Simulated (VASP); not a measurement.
# Li2O (I4/mmm) in VASP: further runs

Li2O is run at these levels: r2SCAN; tasks: single point.

Everything below comes from runs of VASP 6.6.1. Logs are shortened: lines on timing, memory, paths and dates and some standing lists are left out, and cuts for length are marked.

### Step 1. The cell of the first run

It takes space group I4/mmm (No. 139, tetragonal). Conventional cell: a = 3.201 Å, b = 3.201 Å, c = 4.582 Å, α = 90.00°, β = 90.00°, γ = 90.00°. Li (site symmetry -4m2) has 4 O at 1.97 Å and 6 Li at 2.26 to 2.29 Å within 2.6 Å. Within 2.6 Å of O (site symmetry 4/mmm) lie 8 Li at 1.97 Å.

### Step 2. Single point, r2SCAN (film at in-plane strain -0.01)

Input file POSCAR:

```
Li2O
1.0
    2.2635763107      2.2635763107      0.0000000000
   -2.2635763107      2.2635763107      0.0000000000
    0.0000000000      2.2635763107      2.2910535601
Li O
2 1
Direct
    0.2500000000      0.7500000000      0.5000000000
    0.7500000000      0.2500000000      0.5000000000
    0.0000000000      0.0000000000      0.0000000000
```

Input file INCAR.step1:

```
ALGO = Normal ; EDIFF = 1E-5
ENCUT = 830 ; GGA = PE
GGA_COMPAT = F ; ISMEAR = 0
LASPH = T ; LCHARG = F
LREAL = F ; LWAVE = T
NBANDS = 13 ; NELM = 120
PREC = Accurate ; SIGMA = 0.01
```

Input file INCAR.step2:

```
ALGO = Normal ; EDIFF = 1E-6
ENCUT = 830 ; GGA_COMPAT = F
ISIF = 2 ; ISMEAR = 0
ISTART = 1 ; LASPH = T
LCHARG = F ; LMIXTAU = T
LREAL = F ; LWAVE = F
METAGGA = R2SCAN ; NBANDS = 13
NELM = 120 ; PREC = Accurate
SIGMA = 0.01
```

Input file KPOINTS:

```
k-points
0
Gamma
  8 8 8
```

Potentials or basis: VASP PAW PBE potentials, release 64 (Li_sv, O).

The run is started by

```sh
> cat potpaw_PBE.64/Li_sv/POTCAR potpaw_PBE.64/O/POTCAR > POTCAR
> cp INCAR.step1 INCAR
> mpirun -np 1 vasp_std > vasp.out
> cp INCAR.step2 INCAR
> mpirun -np 1 vasp_std > vasp.out
```

OUTCAR:

```text
EDIFF = 1E-6
   ENCUT = 830
   ISIF = 2
   ISMEAR = 0
   ISTART = 1
   LASPH = T
   LREAL = F
   METAGGA = R2SCAN
   NELM = 120
   PREC = Accurate

 ion  position               nearest neighbor table
   1  0.250  0.750  0.500-   3 1.97   3 1.97   3 1.97   3 1.97   2 2.26   2 2.26   2 2.26   2 2.26
                             2 2.29   2 2.29
   2  0.750  0.250  0.500-   3 1.97   3 1.97   3 1.97   3 1.97   1 2.26   1 2.26   1 2.26   1 2.26
                             1 2.29   1 2.29
   3  0.000  0.000  0.000-   2 1.97   1 1.97   1 1.97   2 1.97   1 1.97   2 1.97   2 1.97   1 1.97

  LATTYP: Found a body centered tetragonal cell.
 ALAT       =     3.2011803181
 C/A-ratio  =     1.4313805112

  Lattice vectors:

 A1 = (   2.2635763107,   0.0000000000,  -2.2910535601)
 A2 = (  -2.2635763107,   0.0000000000,  -2.2910535601)
 A3 = (   0.0000000000,   2.2635763107,   2.2910535601)

Analysis of symmetry for initial positions (statically):
=====================================================================
 Subroutine PRICEL returns:
 Original cell was already a primitive cell.

 Routine SETGRP: Setting up the symmetry group for a
 body centered tetragonal supercell.

 Subroutine GETGRP returns: Found 16 space group operations
 (whereof 16 operations were pure point group operations)
 out of a pool of 16 trial point group operations.

The static configuration has the point symmetry D_4h.

Analysis of symmetry for dynamics (positions and initial velocities):
=====================================================================
 Subroutine PRICEL returns:
 Original cell was already a primitive cell.

 Routine SETGRP: Setting up the symmetry group for a
 body centered tetragonal supercell.

 Subroutine GETGRP returns: Found 16 space group operations
 (whereof 16 operations were pure point group operations)
 out of a pool of 16 trial point group operations.

The dynamic configuration has the point symmetry D_4h.

 Subroutine INISYM returns: Found 16 space group operations
 (whereof 16 operations are pure point group operations),
 and found     1 'primitive' translations

----------------------------------------------------------------------------------------

                                     Primitive cell

  volume of cell :      23.4777

  direct lattice vectors                    reciprocal lattice vectors
     2.263576311  2.263576311  0.000000000     0.220889394  0.220889394 -0.218240206
    -2.263576311  2.263576311  0.000000000    -0.220889394  0.220889394 -0.218240206
     0.000000000  2.263576311  2.291053560     0.000000000  0.000000000  0.436480411

  length of vectors
     3.201180318  3.201180318  3.220668274     0.381068283  0.381068283  0.436480411

  position of ions in fractional coordinates (direct lattice)
     0.250000000  0.750000000  0.500000000
     0.750000000  0.250000000  0.500000000
     0.000000000  0.000000000  0.000000000

  ion indices of the primitive-cell ions
   primitive index   ion index
                 1           1
                 2           2
                 3           3

----------------------------------------------------------------------------------------

 KPOINTS: k-points

Automatic generation of k-mesh.
 Grid dimensions read from file:
 generate k-points for:    8    8    8

 Generating k-lattice:

  Cartesian coordinates                     Fractional coordinates (reciprocal lattice)
     0.027611174  0.027611174 -0.027280026     0.125000000  0.000000000  0.000000000
    -0.027611174  0.027611174 -0.027280026     0.000000000  0.125000000  0.000000000
     0.000000000  0.000000000  0.054560051     0.000000000  0.000000000  0.125000000

  Length of vectors
     0.047633535  0.047633535  0.054560051

  Shift w.r.t. Gamma in fractional coordinates (k-lattice)
     0.000000000  0.000000000  0.000000000

 Subroutine IBZKPT returns following result:
 ===========================================

 Found     59 irreducible k-points:

 Following reciprocal coordinates:
            Coordinates               Weight
  0.000000  0.000000  0.000000      1.000000
  0.125000  0.000000  0.000000      8.000000
  0.250000  0.000000  0.000000      8.000000
  0.375000  0.000000  0.000000      8.000000
  0.500000  0.000000  0.000000      4.000000
  0.125000  0.125000  0.000000      8.000000
[... 16 lines left out ...]
  0.250000  0.000000  0.125000      4.000000
  0.375000  0.000000  0.125000      8.000000
 [... further k-points ...]
   k-points           NKPTS =     59   k-points in BZ     NKDIM =     59   number of bands    NBANDS=     13
   number of dos      NEDOS =    301   number of ions     NIONS =      3
   total plane-waves  NPLWV =  27000
   dimension x,y,z NGX =    30 NGY =   30 NGZ =   30
   dimension x,y,z NGXF=    60 NGYF=   60 NGZF=   60
   ions per type =               2   1
   NGX,Y,Z   is equivalent  to a cutoff of  15.58, 15.58, 15.49 a.u.
   NGXF,Y,Z  is equivalent  to a cutoff of  31.16, 31.16, 30.97 a.u.
 SYSTEM =  unknown system
   PREC   = accura    normal or accurate (medium, high low for compatibility)
   ISTART =      1    job   : 0-new  1-cont  2-samecut
   ICHARG =      0    charge: 1-file 2-atom 10-const
   ISPIN  =      1    spin polarized calculation?
   LNONCOLLINEAR =      F non collinear calculations
   LSORBIT =      F    spin-orbit coupling
   LASPH  =      T    aspherical Exc in radial PAW
   ENCUT  =  830.0 eV  61.00 Ry    7.81 a.u.   7.52  7.52  7.57*2*pi/ulx,y,z
   NELM   =    120;   NELMIN=  2; NELMDL=  0     # of ELM steps
   EDIFF  = 0.1E-05   stopping-criterion for ELM
   LREAL  =      F    real-space projection
   EDIFFG = 0.1E-04   stopping-criterion for IOM
   NSW    =      0    number of steps for IOM
   IBRION =     -1    ionic relax: 0-MD 1-quasi-New 2-CG
   NFREE  =      0    steps in history (QN), initial steepest desc. (CG)
   ISIF   =      2    stress and relaxation
   ISYM   =      2    0-nonsym 1-usesym 2-fastsym
   POTIM  = 0.5000    time-step for ionic-motion
   TEBEG  =    0.0;   TEEND  =   0.0 temperature during run
   PSTRESS=    0.0 pullay stress
   NELECT =      12.0000    total number of electrons
   NUPDOWN=      -1.0000    fix difference up-down
   EMIN   =  10.00;   EMAX   =-10.00  energy-range for DOS
   EFERMI =   0.00;   METHOD = LEGACY
   ISMEAR =     0;   SIGMA  =   0.01  broadening in eV -4-tet -1-fermi 0-gaus
   EFERMI_NEDOS =   21; number of points for ismear=-14 and -15
   IALGO  =     38    algorithm
   IMIX   =      4    mixing-type and parameters
     AMIX     =   0.40;   BMIX     =  1.00
     AMIX_MAG =   1.60;   BMIX_MAG =  1.00
  volume/ion in A,a.u.               =       7.83        52.81
  Fermi-wavevector in a.u.,A,eV,Ry     =   1.308931  2.473521 23.310865  1.713300
  Thomas-Fermi vector in A             =   2.439564
   LORBIT       =      0    0 simple, 1 ext, 2 COOP (PROOUT), +10 PAW based schemes
   METAGGA = R2SCAN    functional components
   LHFCALC =     F    Hartree Fock is set to
   AEXX    =    0.0000 exact exchange contribution
   IVDW    =     0    specifies the selected vdW correction
   LEPSILON=     F    determine dielectric tensor
   LRPA    =     F    only Hartree local field effects (RPA)
 non-spin polarized calculation
 Gauss-broadening in eV      SIGMA  =   0.01
  energy-cutoff  :      830.00
  volume of cell :       23.48
 maximum number of plane-waves:      1295
   NGX = 15   NGY = 15   NGZ = 15

 number of electron      12.0000004 magnetization

 Free energy of the ion-electron system (eV)
  ---------------------------------------------------
  ext. energy  EPLUGINS =         0.00000000
  ---------------------------------------------------
  free energy    TOTEN  =       -16.83677240 eV

  energy without entropy =      -16.83677240  energy(sigma->0) =      -16.83677240

 E-fermi :   1.2599     XC(G=0): -10.4938

 val. band max:        1.2111308388   @ k =   0.0000   0.0000   0.0000
 cond. band min:       6.9521697362   @ k =   0.5000   0.5000   0.0000
 fundamental gap:      5.7410388974
 Fermi energy:         1.2599151582

 k-point     1 :       0.0000    0.0000    0.0000
  band No.  band energies     occupation
      1     -43.0375      2.00000
      2     -42.6660      2.00000
      3     -15.2468      2.00000
      4       1.1717      2.00000
      5       1.2111      2.00000
      6       1.2111      2.00000
      7       7.7042      0.00000
      8      14.5594      0.00000
      9      14.5594      0.00000
     10      14.6795      0.00000
     11      21.6588      0.00000
     12      22.0931      0.00000
     13      22.0931      0.00000

 k-point     2 :       0.1250    0.0000    0.0000
  band No.  band energies     occupation
      1     -43.0208      2.00000
      2     -42.6779      2.00000
      3     -15.2198      2.00000
      4       0.6895      2.00000
      5       1.1064      2.00000
      6       1.1388      2.00000
      7       8.1037      0.00000
      8      14.6255      0.00000
      9      14.8006      0.00000
     10      14.8762      0.00000
     11      20.2609      0.00000
     12      20.5230      0.00000
     13      22.5468      0.00000

 k-point     3 :       0.2500    0.0000    0.0000
  band No.  band energies     occupation
      1     -42.9745      2.00000
      2     -42.7126      2.00000
      3     -15.1508      2.00000
      4      -0.3719      2.00000
      5       0.9264      2.00000
      6       0.9742      2.00000
      7       9.1023      0.00000
      8      14.4459      0.00000
      9      15.0325      0.00000
     10      15.0717      0.00000
     11      19.5472      0.00000
     12      19.6489      0.00000
     13      24.0095      0.00000
[... 305 lines left out ...]
 k-point    23 :       0.2500    0.0000    0.1250
  band No.  band energies     occupation
      1     -42.9938      2.00000
      2     -42.6978      2.00000
      3     -15.1773      2.00000
      4       0.1693      2.00000
      5       0.7332      2.00000
      6       1.1328      2.00000
      7       8.6386      0.00000
      8      14.5324      0.00000
      9      14.9274      0.00000
     10      15.4840      0.00000
     11      18.2288      0.00000
     12      21.4308      0.00000
     13      23.8610      0.00000

 k-point    24 :       0.3750    0.0000    0.1250
  band No.  band energies     occupation
      1     -42.9420      2.00000
      2     -42.7379      2.00000
      3     -15.1065      2.00000
      4      -0.7213      2.00000
      5       0.4773      2.00000
      6       0.9662      2.00000
      7       9.5980      0.00000
      8      13.8485      0.00000
      9      15.2658      0.00000
     10      15.8191      0.00000
     11      17.8755      0.00000
     12      21.8539      0.00000
     13      25.1041      0.00000

 [... further k-points ...]

------------------------ aborting loop because EDIFF is reached ----------------------------------------

  FORCE on cell =-STRESS in cart. coord.  units (eV):
  Direction    XX          YY          ZZ          XY          YZ          ZX
  --------------------------------------------------------------------------------------
  -------------------------------------------------------------------------------------
  Total        0.4195890      0.4195890      0.0611342      0.0000000      0.0000000     -0.0000000
  in kB       28.6338143     28.6338143      4.1719549      0.0000000      0.0000000     -0.0000000
  external PRESSURE =      20.4798611 kB  Pullay stress =       0.0000000 kB

 VOLUME and BASIS-vectors are now :
 -----------------------------------------------------------------------------
  energy-cutoff  :      830.00
  volume of cell :       23.48
      direct lattice vectors                 reciprocal lattice vectors
     2.263576311  2.263576311  0.000000000     0.220889394  0.220889394 -0.218240206
    -2.263576311  2.263576311  0.000000000    -0.220889394  0.220889394 -0.218240206
     0.000000000  2.263576311  2.291053560     0.000000000  0.000000000  0.436480411

 POSITION                                       TOTAL-FORCE (eV/Angst)
 -----------------------------------------------------------------------------------
     -1.13179      3.39536      1.14553         0.000000     -0.000000      0.000000
      1.13179      3.39536      1.14553        -0.000000      0.000000      0.000000
      0.00000      0.00000      0.00000        -0.000000     -0.000000      0.000000
 -----------------------------------------------------------------------------------
    total drift:                               -0.000000      0.000000     -0.000000

  FREE ENERGIE OF THE ION-ELECTRON SYSTEM (eV)
  ---------------------------------------------------
  free  energy   TOTEN  =       -16.8367723973 eV

  energy  without entropy=      -16.8367723973  energy(sigma->0) =      -16.83677240
```

It took 3.1 min on 1 thread of Intel Xeon 8259CL, shared host; peak memory 0.18 GiB.

What came out:

| Quantity | Value |
| --- | --- |
| Free energy | -16.8368 eV |
| Pressure | 2.0 GPa |
| Band gap on the k mesh | 5.74 eV (least direct gap 6.49 eV) |

Stress tensor (GPa, compression positive):
```
2.86 0.00 0.00
0.00 2.86 0.00
0.00 0.00 0.42
```

Caveat: the cell differs from its parent crystal (film at in-plane strain -0.01); the PAW data sets were made with another functional, which shifts forces and pressure a little.

### Step 3. Single point, r2SCAN (in-plane strain -0.005, then relaxed in part)

Input file POSCAR:

```
Li2O
1.0
    2.2750085143      2.2750085143      0.0000000000
   -2.2750085143      2.2750085143      0.0000000000
    0.0000000000      2.2750085143      2.2887630008
Li O
2 1
Direct
    0.2500000000      0.7500000000      0.5000000000
    0.7500000000      0.2500000000      0.5000000000
    0.0000000000      0.0000000000      0.0000000000
```

Input file INCAR.step1:

```
SYSTEM = Li2O
PREC = Accurate
ENCUT = 830
ISMEAR = 0
SIGMA = 0.01
LREAL = .FALSE.
LASPH = .TRUE.
NELM = 120
NBANDS = 13
GGA = PE
ALGO = Normal
EDIFF = 1E-5
LWAVE = .TRUE.
LCHARG = .FALSE.
GGA_COMPAT = .FALSE.
```

Input file INCAR.step2:

```
SYSTEM = Li2O
PREC = Accurate
ENCUT = 830
EDIFF = 1E-6
ISMEAR = 0
SIGMA = 0.01
LREAL = .FALSE.
LASPH = .TRUE.
NELM = 120
ALGO = Normal
ISIF = 2
LWAVE = .FALSE.
LCHARG = .FALSE.
METAGGA = R2SCAN
LMIXTAU = .TRUE.
NBANDS = 13
ISTART = 1
GGA_COMPAT = .FALSE.
```

Input file KPOINTS:

```
regular mesh
0
G
  8 8 8
  0 0 0
```

Potentials or basis: VASP PAW PBE potentials, release 64 (Li_sv, O).

The run is started by

```sh
> cat potpaw_PBE.64/Li_sv/POTCAR potpaw_PBE.64/O/POTCAR > POTCAR
> cp INCAR.step1 INCAR
> mpirun -np 1 vasp_std > vasp.out
> cp INCAR.step2 INCAR
> mpirun -np 1 vasp_std > vasp.out
```

It took 3.1 min on 1 thread of Intel Xeon 8259CL, shared host; peak memory 0.18 GiB.

Results (log left out):

* Free energy: -16.8404 eV
* Pressure: 1.1 GPa
* Band gap on the k mesh: 5.74 eV (least direct gap 6.42 eV)

Stress tensor (GPa, compression positive):
```
1.56 0.00 0.00
0.00 1.56 0.00
0.00 0.00 0.32
```

Levels at points of the mesh, in eV from the valence-band top:
| k point | band 4 | band 5 | band 6 | band 7 | band 8 | band 9 |
| --- | --- | --- | --- | --- | --- | --- |
| (0.00, 0.00, 0.00) | -0.02 | 0.00 | 0.00 | 6.42 | 13.32 | 13.32 |
| (0.50, 0.00, 0.00) | -2.82 | -0.49 | -0.45 | 10.34 | 11.28 | 13.24 |
| (0.50, 0.50, 0.00) | -1.59 | -1.47 | -1.46 | 5.74 | 15.05 | 15.20 |
| (0.00, 0.00, 0.50) | -1.60 | -1.43 | -1.43 | 5.76 | 15.15 | 15.15 |

Caveat: the cell differs from its parent crystal (in-plane strain -0.005, then relaxed in part); the PAW data sets were made with another functional, which shifts forces and pressure a little.

### Step 4. Single point, r2SCAN (in-plane strain -0.005)

POSCAR, as its differences from that of step 3:

```diff
@@ -4,3 +4,3 @@
    -2.2750085143      2.2750085143      0.0000000000
-    0.0000000000      2.2750085143      2.2887630008
+    0.0000000000      2.2750085143      2.2933000400
 Li O
```

Input file INCAR.step1:

```
  PREC = Accurate
  ENCUT = 830
  ISMEAR = 0
  SIGMA = 0.01
  LREAL = False
  LASPH = True
  NELM = 120
  NBANDS = 13
  GGA = PE
  ALGO = Normal
  EDIFF = 1E-5
  LWAVE = True
  LCHARG = False
  GGA_COMPAT = False
```

Input file INCAR.step2:

```
  PREC = Accurate
  ENCUT = 830
  EDIFF = 1E-6
  ISMEAR = 0
  SIGMA = 0.01
  LREAL = False
  LASPH = True
  NELM = 120
  ALGO = Normal
  ISIF = 2
  LWAVE = False
  LCHARG = False
  METAGGA = R2SCAN
  LMIXTAU = True
  NBANDS = 13
  ISTART = 1
  GGA_COMPAT = False
```

Input file KPOINTS:

```
Automatic mesh
0
Gamma
  8 8 8
```

The run is started by

```sh
> cat potpaw_PBE.64/Li_sv/POTCAR potpaw_PBE.64/O/POTCAR > POTCAR
> cp INCAR.step1 INCAR
> mpirun -np 1 vasp_std > vasp.out
> cp INCAR.step2 INCAR
> mpirun -np 1 vasp_std > vasp.out
```

It took 3.3 min on 1 thread of Intel Xeon 8259CL, shared host; peak memory 0.18 GiB.

The run converged. Its results:

```yaml
Free_energy: -16.8406 eV
Pressure: 0.9 GPa
Band_gap_on_the_k_mesh: 5.73 eV (least direct gap 6.40 eV)
```

Stress tensor (GPa, compression positive):
```
 1.49  0.00  0.00
 0.00  1.49  0.00
 0.00  0.00 -0.16
```

Levels at points of the mesh, in eV from the valence-band top:
```csv
k point,band 4,band 5,band 6,band 7,band 8,band 9
"(0.00, 0.00, 0.00)",-0.03,0.00,0.00,6.40,13.29,13.29
"(0.50, 0.00, 0.00)",-2.82,-0.49,-0.45,10.33,11.26,13.21
"(0.50, 0.50, 0.00)",-1.59,-1.47,-1.46,5.73,15.00,15.20
"(0.00, 0.00, 0.50)",-1.61,-1.42,-1.42,5.75,15.14,15.14
```

Caveat: the cell differs from its parent crystal (in-plane strain -0.005); the PAW data sets were made with another functional, which shifts forces and pressure a little. A k mesh can miss the band edges.

(Continued in part 2 of 2.)
